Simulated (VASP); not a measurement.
# Ti (Fm-3m) in VASP: notebook

Runs on Ti. Level: LDA. Tasks: single point.

Everything below comes from runs of VASP 6.6.1. Logs are shortened: lines on timing, memory, paths and dates and some standing lists are left out, and cuts for length are marked.

### 1 The cell of the first run

It takes space group Fm-3m (No. 225, cubic). The conventional cell has a = 4.096 Å, b = 4.096 Å, c = 4.096 Å, α = 90.00°, β = 90.00°, γ = 90.00°. Ti (site symmetry m-3m) has 12 Ti at 2.90 Å within 3.8 Å.

### 2 Single point, LDA

Input file INCAR:

```
SYSTEM = Ti
PREC     = Accurate       ! precision mode
ENCUT    = 520            ! plane-wave cutoff, eV
EDIFF    = 1E-6           ! SCF threshold, eV
ISMEAR   = 0              ! smearing method
SIGMA    = 0.1            ! smearing width, eV
LREAL    = .False.        ! projectors in reciprocal space
LASPH    = .True.         ! aspherical terms in the spheres
NELM     = 60             ! most SCF steps
ALGO     = Normal         ! electronic algorithm
ISIF     = 2              ! what is computed and relaxed
LWAVE    = .False.        ! write WAVECAR
LCHARG   = .False.        ! write CHGCAR
GGA      = CA             ! functional
NBANDS   = 12             ! bands
```

Input file KPOINTS:

```
Automatic mesh
0
Gamma
  14 14 14
  0 0 0
```

Input file POSCAR:

```
Ti
1.0
    0.0000000000      2.0478863842      2.0478863842
    2.0478863842      0.0000000000      2.0478863842
    2.0478863842      2.0478863842      0.0000000000
Ti
1
Direct
    0.0000000000      0.0000000000      0.0000000000
```

Potentials or basis: VASP PAW LDA potentials, release 64 (Ti_sv).

Run with:

```bash
$ cat potpaw_LDA.64/Ti_sv/POTCAR > POTCAR
$ mpirun -np 1 vasp_std > vasp.out
```

OUTCAR:

```text
SYSTEM = Ti
   PREC = Accurate
   ENCUT = 520
   EDIFF = 1E-6
   ISMEAR = 0
   LREAL = .False.
   LASPH = .True.
   NELM = 60
   ISIF = 2
   GGA = CA

 ion  position               nearest neighbor table
   1  0.000  0.000  0.000-

  LATTYP: Found a face centered cubic cell.
 ALAT       =     4.0957727684

  Lattice vectors:

 A1 = (   0.0000000000,   2.0478863842,   2.0478863842)
 A2 = (   2.0478863842,   0.0000000000,   2.0478863842)
 A3 = (   2.0478863842,   2.0478863842,   0.0000000000)

Analysis of symmetry for initial positions (statically):
=====================================================================
 Subroutine PRICEL returns:
 Original cell was already a primitive cell.

 Routine SETGRP: Setting up the symmetry group for a
 face centered cubic supercell.

 Subroutine GETGRP returns: Found 48 space group operations
 (whereof 48 operations were pure point group operations)
 out of a pool of 48 trial point group operations.

The static configuration has the point symmetry O_h .

Analysis of symmetry for dynamics (positions and initial velocities):
=====================================================================
 Subroutine PRICEL returns:
 Original cell was already a primitive cell.

 Routine SETGRP: Setting up the symmetry group for a
 face centered cubic supercell.

 Subroutine GETGRP returns: Found 48 space group operations
 (whereof 48 operations were pure point group operations)
 out of a pool of 48 trial point group operations.

The dynamic configuration has the point symmetry O_h .

 Subroutine INISYM returns: Found 48 space group operations
 (whereof 48 operations are pure point group operations),
 and found     1 'primitive' translations

----------------------------------------------------------------------------------------

                                     Primitive cell

  volume of cell :      17.1770

  direct lattice vectors                    reciprocal lattice vectors
     0.000000000  2.047886384  2.047886384    -0.244154170  0.244154170  0.244154170
     2.047886384  0.000000000  2.047886384     0.244154170 -0.244154170  0.244154170
     2.047886384  2.047886384  0.000000000     0.244154170  0.244154170 -0.244154170

  length of vectors
     2.896148699  2.896148699  2.896148699     0.422887427  0.422887427  0.422887427

  position of ions in fractional coordinates (direct lattice)
     0.000000000  0.000000000  0.000000000

  ion indices of the primitive-cell ions
   primitive index   ion index
                 1           1

----------------------------------------------------------------------------------------

 KPOINTS: Automatic mesh

Automatic generation of k-mesh.
 Grid dimensions read from file:
 generate k-points for:   14   14   14

 Generating k-lattice:

  Cartesian coordinates                     Fractional coordinates (reciprocal lattice)
    -0.017439584  0.017439584  0.017439584     0.071428571  0.000000000  0.000000000
     0.017439584 -0.017439584  0.017439584     0.000000000  0.071428571  0.000000000
     0.017439584  0.017439584 -0.017439584     0.000000000  0.000000000  0.071428571

  Length of vectors
     0.030206245  0.030206245  0.030206245

  Shift w.r.t. Gamma in fractional coordinates (k-lattice)
     0.000000000  0.000000000  0.000000000

 Subroutine IBZKPT returns following result:
 ===========================================

 Found    104 irreducible k-points:

 Following reciprocal coordinates:
            Coordinates               Weight
  0.000000  0.000000  0.000000      1.000000
  0.071429  0.000000  0.000000      8.000000
  0.142857  0.000000  0.000000      8.000000
  0.214286  0.000000  0.000000      8.000000
  0.285714  0.000000  0.000000      8.000000
  0.357143  0.000000  0.000000      8.000000
[... 16 lines left out ...]
  0.214286  0.142857  0.000000     24.000000
  0.285714  0.142857  0.000000     24.000000
 [... further k-points ...]
   k-points           NKPTS =    104   k-points in BZ     NKDIM =    104   number of bands    NBANDS=     12
   number of dos      NEDOS =    301   number of ions     NIONS =      1
   total plane-waves  NPLWV =  13824
   dimension x,y,z NGX =    24 NGY =   24 NGZ =   24
   dimension x,y,z NGXF=    48 NGYF=   48 NGZF=   48
   ions per type =               1
   NGX,Y,Z   is equivalent  to a cutoff of  13.78, 13.78, 13.78 a.u.
   NGXF,Y,Z  is equivalent  to a cutoff of  27.55, 27.55, 27.55 a.u.
 SYSTEM =  Ti
   PREC   = accura    normal or accurate (medium, high low for compatibility)
   ISTART =      0    job   : 0-new  1-cont  2-samecut
   ICHARG =      2    charge: 1-file 2-atom 10-const
   ISPIN  =      1    spin polarized calculation?
   LNONCOLLINEAR =      F non collinear calculations
   LSORBIT =      F    spin-orbit coupling
   LASPH  =      T    aspherical Exc in radial PAW
   ENCUT  =  520.0 eV  38.22 Ry    6.18 a.u.   5.38  5.38  5.38*2*pi/ulx,y,z
   NELM   =     60;   NELMIN=  2; NELMDL= -5     # of ELM steps
   EDIFF  = 0.1E-05   stopping-criterion for ELM
   LREAL  =      F    real-space projection
   EDIFFG = 0.1E-04   stopping-criterion for IOM
   NSW    =      0    number of steps for IOM
   IBRION =     -1    ionic relax: 0-MD 1-quasi-New 2-CG
   NFREE  =      0    steps in history (QN), initial steepest desc. (CG)
   ISIF   =      2    stress and relaxation
   ISYM   =      2    0-nonsym 1-usesym 2-fastsym
   POTIM  = 0.5000    time-step for ionic-motion
   TEBEG  =    0.0;   TEEND  =   0.0 temperature during run
   PSTRESS=    0.0 pullay stress
   NELECT =      12.0000    total number of electrons
   NUPDOWN=      -1.0000    fix difference up-down
   EMIN   =  10.00;   EMAX   =-10.00  energy-range for DOS
   EFERMI =   0.00;   METHOD = LEGACY
   ISMEAR =     0;   SIGMA  =   0.10  broadening in eV -4-tet -1-fermi 0-gaus
   EFERMI_NEDOS =   21; number of points for ismear=-14 and -15
   IALGO  =     38    algorithm
   IMIX   =      4    mixing-type and parameters
     AMIX     =   0.40;   BMIX     =  1.00
     AMIX_MAG =   1.60;   BMIX_MAG =  1.00
  volume/ion in A,a.u.               =      17.18       115.92
  Fermi-wavevector in a.u.,A,eV,Ry     =   1.452622  2.745058 28.709813  2.110112
  Thomas-Fermi vector in A             =   2.569983
   LORBIT       =      0    0 simple, 1 ext, 2 COOP (PROOUT), +10 PAW based schemes
   GGA     = CA    functional components
   LHFCALC =     F    Hartree Fock is set to
   AEXX    =    0.0000 exact exchange contribution
   IVDW    =     0    specifies the selected vdW correction
   LEPSILON=     F    determine dielectric tensor
   LRPA    =     F    only Hartree local field effects (RPA)
 non-spin polarized calculation
 Gauss-broadening in eV      SIGMA  =   0.10
  energy-cutoff  :      520.00
  volume of cell :       17.18
 maximum number of plane-waves:       483
 NGX is ok and might be reduce to    24
   NGX = 11   NGY = 11   NGZ = 11

 number of electron      12.0000003 magnetization

 Free energy of the ion-electron system (eV)
  ---------------------------------------------------
  ext. energy  EPLUGINS =         0.00000000
  ---------------------------------------------------
  free energy    TOTEN  =        -8.47297337 eV

  energy without entropy =       -8.46305392  energy(sigma->0) =       -8.46801364

 E-fermi :   8.0956     XC(G=0): -11.8378

 val. band max:        8.0760745773   @ k =  -0.3571   0.3571   0.1429
 cond. band min:       8.0974398000   @ k =  -0.4286   0.2857   0.1429
 fundamental gap:      0.0213652226
 Fermi energy:         8.0955918484

 k-point     1 :       0.0000    0.0000    0.0000
  band No.  band energies     occupation
      1     -47.9017      2.00000
      2     -24.1176      2.00000
      3     -24.1176      2.00000
      4     -24.1176      2.00000
      5       2.0576      2.00000
      6       8.9505      0.00000
      7       8.9505      0.00000
      8       8.9505      0.00000
      9      10.5797      0.00000
     10      10.5797      0.00000
     11      23.5098      0.00000
     12      27.9531      0.00000

 k-point     2 :       0.0714    0.0000    0.0000
  band No.  band energies     occupation
      1     -47.8951      2.00000
      2     -24.1544      2.00000
      3     -24.1222      2.00000
      4     -24.1222      2.00000
      5       2.2246      2.00000
      6       8.8492      0.00000
      7       9.0107      0.00000
      8       9.0107      0.00000
      9      10.5415      0.00000
     10      10.5415      0.00000
     11      23.6444      0.00000
     12      26.7384      0.00000

 k-point     3 :       0.1429    0.0000    0.0000
  band No.  band energies     occupation
      1     -47.8765      2.00000
      2     -24.2567      2.00000
      3     -24.1350      2.00000
      4     -24.1350      2.00000
      5       2.7056      2.00000
      6       8.5905      0.00000
      7       9.1484      0.00000
      8       9.1484      0.00000
      9      10.4788      0.00000
     10      10.4788      0.00000
     11      23.6677      0.00000
     12      24.9668      0.00000
[... 286 lines left out ...]
 k-point    23 :       0.2143    0.1429    0.0000
  band No.  band energies     occupation
      1     -47.8481      2.00000
      2     -24.3470      2.00000
      3     -24.1890      2.00000
      4     -24.1834      2.00000
      5       3.4525      2.00000
      6       8.0690      1.29274
      7       9.3960      0.00000
      8       9.5304      0.00000
      9       9.9245      0.00000
     10      10.8779      0.00000
     11      23.7817      0.00000
     12      24.6559      0.00000

 k-point    24 :       0.2857    0.1429    0.0000
  band No.  band energies     occupation
      1     -47.8219      2.00000
      2     -24.4766      2.00000
      3     -24.2122      2.00000
      4     -24.2051      2.00000
      5       4.1931      2.00000
      6       7.8141      1.99993
      7       9.0858      0.00000
      8       9.5967      0.00000
      9      10.3614      0.00000
     10      11.0942      0.00000
     11      21.8286      0.00000
     12      24.3606      0.00000

 [... further k-points ...]
[... 5 lines left out ...]
  --------------------------------------------------------------------------------------
  -------------------------------------------------------------------------------------
  Total       -0.8186813     -0.8186813     -0.8186813      0.0000000     -0.0000000      0.0000000
  in kB      -76.3620990    -76.3620990    -76.3620990      0.0000000     -0.0000000      0.0000000
  external PRESSURE =     -76.3620990 kB  Pullay stress =       0.0000000 kB

 VOLUME and BASIS-vectors are now :
 -----------------------------------------------------------------------------
  energy-cutoff  :      520.00
  volume of cell :       17.18
      direct lattice vectors                 reciprocal lattice vectors
     0.000000000  2.047886384  2.047886384    -0.244154170  0.244154170  0.244154170
     2.047886384  0.000000000  2.047886384     0.244154170 -0.244154170  0.244154170
     2.047886384  2.047886384  0.000000000     0.244154170  0.244154170 -0.244154170

 POSITION                                       TOTAL-FORCE (eV/Angst)
 -----------------------------------------------------------------------------------
      0.00000      0.00000      0.00000         0.000000      0.000000      0.000000
 -----------------------------------------------------------------------------------
    total drift:                               -0.000000      0.000000      0.000000

  FREE ENERGIE OF THE ION-ELECTRON SYSTEM (eV)
  ---------------------------------------------------
  free  energy   TOTEN  =        -8.4729733735 eV

  energy  without entropy=       -8.4630539159  energy(sigma->0) =       -8.46801364
```

Wall time 6.6 s (1 thread of Intel Xeon 6975P-C (Granite Rapids), shared host); peak memory 0.14 GiB.

What came out:

| Quantity | Value |
| --- | --- |
| Free energy | -8.4730 eV |
| Pressure | -7.6 GPa |
| Band gap on the k mesh | zero (band 6 reaches 8.95 eV, above the bottom of band 7 at 7.68 eV) |

### 3 Single point, LDA

This run uses another cell than the first one, of 17.62 Å³/atom, 1.026 times its volume.

Input file INCAR:

```
PREC = Accurate
ENCUT = 520
EDIFF = 1E-7
ISMEAR = 0
SIGMA = 0.1
LREAL = F
LASPH = T
NELM = 60
ALGO = Normal
ISIF = 2
LWAVE = F
LCHARG = T
LELF = T
LVHAR = T
NBANDS = 12
```

Input file KPOINTS:

```
Automatic mesh
0
Gamma
  14 14 14
```

Input file POSCAR:

```
Ti
1.0
    0.0000000000      2.0654656679      2.0654656679
    2.0654656679      0.0000000000      2.0654656679
    2.0654656679      2.0654656679      0.0000000000
Ti
1
Direct
    0.0000000000      0.0000000000      0.0000000000
```

Potentials or basis: VASP PAW LDA potentials, release 64 (Ti_sv).

Run with:

```bash
$ cat potpaw_LDA.64/Ti_sv/POTCAR > POTCAR
$ mpirun -np 1 vasp_std > vasp.out
```

Run time: 7.6 s. Hardware: 1 thread of Intel Xeon 6975P-C (Granite Rapids), shared host; peak memory 0.13 GiB.

It converged, with:

| Item | Value |
| --- | --- |
| Free energy | -8.4486 eV |
| Pressure | -9.9 GPa |
| Band gap on the k mesh | zero (band 6 reaches 8.66 eV, above the bottom of band 7 at 7.43 eV) |

Levels at points of the mesh, in eV from the Fermi level:
```csv
k point,band 2,band 3,band 4,band 5,band 6,band 7,band 8,band 9,band 10,band 11
"(0.00, 0.00, 0.00)",-32.29,-32.29,-32.29,-5.98,0.84,0.84,0.84,2.41,2.41,15.27
"(0.50, 0.00, 0.00)",-32.95,-32.37,-32.37,-2.55,0.71,0.71,0.71,3.49,3.49,8.03
"(0.50, 0.50, 0.00)",-32.90,-32.52,-32.52,-2.53,-1.68,2.85,3.46,3.77,3.77,10.40
```

### 4 Single point, LDA

This run uses another cell than the first one, of 18.07 Å³/atom, 1.052 times its volume.

INCAR, as its differences from that of step 3:

```diff
@@ -12,2 +12,3 @@
 LCHARG = T
+GGA = CA
 LELF = T
```

KPOINTS is that of step 3.

Input file POSCAR:

```
Ti
1.0
    0.0000000000      2.0827507031      2.0827507031
    2.0827507031      0.0000000000      2.0827507031
    2.0827507031      2.0827507031      0.0000000000
Ti
1
Direct
    0.0000000000      0.0000000000      0.0000000000
```

Run with:

```bash
$ cat potpaw_LDA.64/Ti_sv/POTCAR > POTCAR
$ mpirun -np 1 vasp_std > vasp.out
```

Run time: 9.5 s. Hardware: 1 thread of Intel Xeon 6975P-C (Granite Rapids), shared host; peak memory 0.14 GiB.

The run converged. Its results:

| Quantity | Value |
| --- | --- |
| Free energy | -8.4183 eV |
| Pressure | -11.9 GPa |
| Band gap on the k mesh | zero (band 6 reaches 8.39 eV, above the bottom of band 7 at 7.18 eV) |

Levels at points of the mesh, in eV from the Fermi level:
```tsv
k point	band 4	band 5	band 6	band 7	band 8	band 9
(0.00, 0.00, 0.00)	-32.36	-5.92	0.82	0.82	0.82	2.34
(0.50, 0.00, 0.00)	-32.44	-2.49	0.65	0.70	0.70	3.38
(0.50, 0.50, 0.00)	-32.57	-2.45	-1.62	2.75	3.35	3.65
```

### 5 Overview

| cell | gap on the mesh (eV) | pressure (GPa) |
| --- | --- | --- |
| a = 2.896 Å, angles 60.0°, 1 atom | none | -7.6 |
| a = 2.921 Å, angles 60.0°, 1 atom | none | -9.9 |
| a = 2.945 Å, angles 60.0°, 1 atom | none | -11.9 |

Alike in all rows: task single point; level LDA; potentials or basis VASP PAW LDA potentials, release 64 (Ti_sv); no spin polarisation; k mesh 14 × 14 × 14; cutoff (eV) 520; smearing gaussian 0.1 eV.

Absolute energies hang on the potentials; compare differences alone.
